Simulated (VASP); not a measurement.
# GaN (F-43m) in VASP: notebook

GaN is run at these levels: PBE+D3(BJ); tasks: single point.

Everything below comes from runs of VASP 6.6.1. Logs are shortened: lines on timing, memory, paths and dates and some standing lists are left out, and cuts for length are marked.

**1. The cell of the first run**

It takes space group F-43m (No. 216, cubic). The conventional cell has a = 4.507 Å, b = 4.507 Å, c = 4.507 Å, α = 90.00°, β = 90.00°, γ = 90.00°. Within 2.6 Å of Ga (site symmetry -43m) lie 4 N at 1.95 Å. Within 2.6 Å of N (site symmetry -43m) lie 4 Ga at 1.95 Å.

**2. Single point, PBE+D3(BJ)**

Contents of INCAR:

```
  ALGO = Normal
  EDIFF = 1E-6
  ENCUT = 520
  GGA = PE
  ISIF = 2
  ISMEAR = 0
  IVDW = 12
  LASPH = T
  LCHARG = F
  LREAL = F
  LWAVE = F
  NBANDS = 16
  NELM = 80
  PREC = Accurate
  SIGMA = 0.01
```

Contents of KPOINTS:

```
k-points
0
Gamma
  7 7 7
```

Contents of POSCAR:

```
GaN
1.0
    0.0000000000      2.2535010000      2.2535010000
    2.2535010000      0.0000000000      2.2535010000
    2.2535010000      2.2535010000      0.0000000000
Ga N
1 1
Direct
    0.0000000000      0.0000000000      0.0000000000
    0.7500000000      0.7500000000      0.7500000000
```

Potentials or basis: VASP PAW PBE potentials, release 64 (Ga_d, N).

The run is started by

```sh
cat potpaw_PBE.64/Ga_d/POTCAR potpaw_PBE.64/N/POTCAR > POTCAR
mpirun -np 1 vasp_std > vasp.out
```

OUTCAR:

```text
EDIFF = 1E-6
   ENCUT = 520
   GGA = PE
   ISIF = 2
   ISMEAR = 0
   IVDW = 12
   LASPH = T
   LREAL = F
   NELM = 80
   PREC = Accurate
 IVDW          = 12

 ion  position               nearest neighbor table
   1  0.000  0.000  0.000-   2 1.95   2 1.95   2 1.95   2 1.95
   2  0.750  0.750  0.750-   1 1.95   1 1.95   1 1.95   1 1.95

  LATTYP: Found a face centered cubic cell.
 ALAT       =     4.5070020000

  Lattice vectors:

 A1 = (   0.0000000000,   2.2535010000,   2.2535010000)
 A2 = (   2.2535010000,   0.0000000000,   2.2535010000)
 A3 = (   2.2535010000,   2.2535010000,   0.0000000000)

Analysis of symmetry for initial positions (statically):
=====================================================================
 Subroutine PRICEL returns:
 Original cell was already a primitive cell.

 Routine SETGRP: Setting up the symmetry group for a
 face centered cubic supercell.

 Subroutine GETGRP returns: Found 24 space group operations
 (whereof 24 operations were pure point group operations)
 out of a pool of 48 trial point group operations.

The static configuration has the point symmetry T_d .

Analysis of symmetry for dynamics (positions and initial velocities):
=====================================================================
 Subroutine PRICEL returns:
 Original cell was already a primitive cell.

 Routine SETGRP: Setting up the symmetry group for a
 face centered cubic supercell.

 Subroutine GETGRP returns: Found 24 space group operations
 (whereof 24 operations were pure point group operations)
 out of a pool of 48 trial point group operations.

The dynamic configuration has the point symmetry T_d .

 Subroutine INISYM returns: Found 24 space group operations
 (whereof 24 operations are pure point group operations),
 and found     1 'primitive' translations

----------------------------------------------------------------------------------------

                                     Primitive cell

  volume of cell :      22.8878

  direct lattice vectors                    reciprocal lattice vectors
     0.000000000  2.253501000  2.253501000    -0.221876982  0.221876982  0.221876982
     2.253501000  0.000000000  2.253501000     0.221876982 -0.221876982  0.221876982
     2.253501000  2.253501000  0.000000000     0.221876982  0.221876982 -0.221876982

  length of vectors
     3.186931677  3.186931677  3.186931677     0.384302205  0.384302205  0.384302205
[... 74 lines left out ...]
   ENCUT  =  520.0 eV  38.22 Ry    6.18 a.u.   5.93  5.93  5.93*2*pi/ulx,y,z
   NELM   =     80;   NELMIN=  2; NELMDL= -5     # of ELM steps
   EDIFF  = 0.1E-05   stopping-criterion for ELM
   LREAL  =      F    real-space projection
   EDIFFG = 0.1E-04   stopping-criterion for IOM
   NSW    =      0    number of steps for IOM
   IBRION =     -1    ionic relax: 0-MD 1-quasi-New 2-CG
   NFREE  =      0    steps in history (QN), initial steepest desc. (CG)
   ISIF   =      2    stress and relaxation
   ISYM   =      2    0-nonsym 1-usesym 2-fastsym
   POTIM  = 0.5000    time-step for ionic-motion
   TEBEG  =    0.0;   TEEND  =   0.0 temperature during run
   PSTRESS=    0.0 pullay stress
   NELECT =      18.0000    total number of electrons
   NUPDOWN=      -1.0000    fix difference up-down
   EMIN   =  10.00;   EMAX   =-10.00  energy-range for DOS
   EFERMI =   0.00;   METHOD = LEGACY
   ISMEAR =     0;   SIGMA  =   0.01  broadening in eV -4-tet -1-fermi 0-gaus
   EFERMI_NEDOS =   21; number of points for ismear=-14 and -15
   IALGO  =     38    algorithm
   IMIX   =      4    mixing-type and parameters
     AMIX     =   0.40;   BMIX     =  1.00
     AMIX_MAG =   1.60;   BMIX_MAG =  1.00
  volume/ion in A,a.u.               =      11.44        77.23
  Fermi-wavevector in a.u.,A,eV,Ry     =   1.511116  2.855596 31.068532  2.283473
  Thomas-Fermi vector in A             =   2.621216
   LORBIT       =      0    0 simple, 1 ext, 2 COOP (PROOUT), +10 PAW based schemes
   GGA     = PE    functional components
   LHFCALC =     F    Hartree Fock is set to
   AEXX    =    0.0000 exact exchange contribution
   IVDW    =    12    specifies the selected vdW correction
   LEPSILON=     F    determine dielectric tensor
   LRPA    =     F    only Hartree local field effects (RPA)
 non-spin polarized calculation
 Gauss-broadening in eV      SIGMA  =   0.01
  energy-cutoff  :      520.00
  volume of cell :       22.89
 maximum number of plane-waves:       630
   NGX = 11   NGY = 11   NGZ = 11

 number of electron      18.0000004 magnetization

 Free energy of the ion-electron system (eV)
  ---------------------------------------------------
  ext. energy  EPLUGINS =         0.00000000
  ---------------------------------------------------
  free energy    TOTEN  =       -12.14181028 eV

  energy without entropy =      -12.14181028  energy(sigma->0) =      -12.14181028

 E-fermi :   5.3954     XC(G=0): -11.6665

 val. band max:        5.2829616930   @ k =   0.0000   0.0000   0.0000
 cond. band min:       7.0066601097   @ k =   0.0000   0.0000   0.0000
 fundamental gap:      1.7236984167
 Fermi energy:         5.3953711206

 k-point     1 :       0.0000    0.0000    0.0000
  band No.  band energies     occupation
      1     -10.6510      2.00000
      2      -8.1603      2.00000
      3      -8.1603      2.00000
      4      -8.1603      2.00000
      5      -7.8407      2.00000
      6      -7.8407      2.00000
[... 357 lines left out ...]
      3      -7.9664      2.00000
      4      -7.8522      2.00000
      5      -7.8218      2.00000
      6      -5.9590      2.00000
[... 8 lines left out ...]
     15      24.5906      0.00000
     16      28.6742      0.00000

------------------------ aborting loop because EDIFF is reached ----------------------------------------

 Edisp (eV)   -0.50821

 E8    (eV) :    -0.2062

  FORCE on cell =-STRESS in cart. coord.  units (eV):
  Direction    XX          YY          ZZ          XY          YZ          ZX
  --------------------------------------------------------------------------------------
  -------------------------------------------------------------------------------------
  Total       0.19874     0.19874     0.19874    -0.00000     0.00000    -0.00000
  in kB      13.91237    13.91237    13.91237    -0.00000     0.00000    -0.00000
  external pressure =       13.91 kB  Pullay stress =        0.00 kB

 VOLUME and BASIS-vectors are now :
 -----------------------------------------------------------------------------
  energy-cutoff  :      520.00
  volume of cell :       22.89
      direct lattice vectors                 reciprocal lattice vectors
     0.000000000  2.253501000  2.253501000    -0.221876982  0.221876982  0.221876982
     2.253501000  0.000000000  2.253501000     0.221876982 -0.221876982  0.221876982
     2.253501000  2.253501000  0.000000000     0.221876982  0.221876982 -0.221876982

 POSITION                                       TOTAL-FORCE (eV/Angst)
 -----------------------------------------------------------------------------------
      0.00000      0.00000      0.00000        -0.000000     -0.000000     -0.000000
      3.38025      3.38025      3.38025         0.000000      0.000000      0.000000
 -----------------------------------------------------------------------------------
    total drift:                               -0.000002     -0.000002     -0.000002

  FREE ENERGIE OF THE ION-ELECTRON SYSTEM (eV)
  ---------------------------------------------------
  free  energy   TOTEN  =       -12.6500172663 eV

  energy  without entropy=      -12.6500172663  energy(sigma->0) =      -12.65001727
```

OSZICAR:

```text
N       E                     dE             d eps       ncg     rms          rms(c)
DAV:   1     0.825916770910E+02    0.82592E+02   -0.93174E+03   728   0.200E+03
DAV:   2    -0.811716418112E+01   -0.90709E+02   -0.84853E+02   728   0.334E+02
DAV:   3    -0.140755641490E+02   -0.59584E+01   -0.59342E+01   744   0.709E+01
DAV:   4    -0.141427604225E+02   -0.67196E-01   -0.67190E-01   816   0.815E+00
DAV:   5    -0.141436041824E+02   -0.84376E-03   -0.84376E-03   768   0.837E-01    0.772E+00
DAV:   6    -0.121405702945E+02    0.20030E+01   -0.49085E+00   976   0.397E+01    0.267E+00
DAV:   7    -0.121494550098E+02   -0.88847E-02   -0.32163E-01   680   0.655E+00    0.177E+00
DAV:   8    -0.121459917540E+02    0.34633E-02   -0.59131E-02   768   0.333E+00    0.805E-01
DAV:   9    -0.121415363346E+02    0.44554E-02   -0.14993E-02   968   0.279E+00    0.201E-01
DAV:  10    -0.121419165743E+02   -0.38024E-03   -0.15802E-03   760   0.552E-01    0.979E-02
DAV:  11    -0.121418046819E+02    0.11189E-03   -0.32282E-04   984   0.282E-01    0.804E-03
DAV:  12    -0.121418105157E+02   -0.58338E-05   -0.33107E-05   688   0.569E-02    0.106E-02
DAV:  13    -0.121418102809E+02    0.23475E-06   -0.80859E-07   624   0.158E-02
   1 F= -.12650017E+02 E0= -.12650017E+02  d E =-.654840E-59
```

stdout:

```text
POSCAR found type information on POSCAR GaN
 POSCAR found :  2 types and       2 ions
 scaLAPACK will be used
 LDA part: xc-table for (Slater+PW92), standard interpolation
 POSCAR, INCAR and KPOINTS ok, starting setup
 FFT: planning ... GRIDC
 FFT: planning ... GRID_SOFT
 FFT: planning ... GRID
 WAVECAR not read
 entering main loop
```

Run time: 5.4 s. Hardware: 1 thread of Intel Xeon Platinum 8488C (Sapphire Rapids), shared host; peak memory 0.14 GiB.

What came out:

```
Free energy                : -12.6500 eV
Pressure                   : 1.4 GPa
Band gap on the k mesh     : 1.72 eV
Dispersion energy per atom : -0.254 eV
```

**3. Single point, PBE+D3(BJ)**

Contents of INCAR:

```
  PREC = Accurate
  ENCUT = 520
  EDIFF = 1E-6
  ISMEAR = 0
  SIGMA = 0.01
  LREAL = False
  LASPH = True
  NELM = 60
  ALGO = Normal
  ISIF = 2
  LWAVE = False
  LCHARG = True
  GGA = PE
  IVDW = 12
  LELF = True
  LVHAR = True
  NBANDS = 16
```

Contents of KPOINTS:

```
Automatic mesh
0
Gamma
  9 9 9
```

POSCAR is that of step 2.

Potentials or basis: VASP PAW PBE potentials, release 64 (Ga_d, N).

The run is started by

```sh
cat potpaw_PBE.64/Ga_d/POTCAR potpaw_PBE.64/N/POTCAR > POTCAR
mpirun -np 1 vasp_std > vasp.out
```

Wall time 9.2 s (1 thread of Intel Xeon Platinum 8488C (Sapphire Rapids), shared host); peak memory 0.15 GiB.

Results (log left out):

* Free energy: -12.6513 eV
* Pressure: 1.4 GPa
* Band gap on the k mesh: 1.72 eV
* Dispersion energy per atom: -0.254 eV

Levels at points of the mesh, in eV from the valence-band top:
```csv
k point,band 6,band 7,band 8,band 9,band 10,band 11,band 12,band 13
"(0.00, 0.00, 0.00)",-13.12,0.00,0.00,0.00,1.72,10.30,10.30,10.30
```
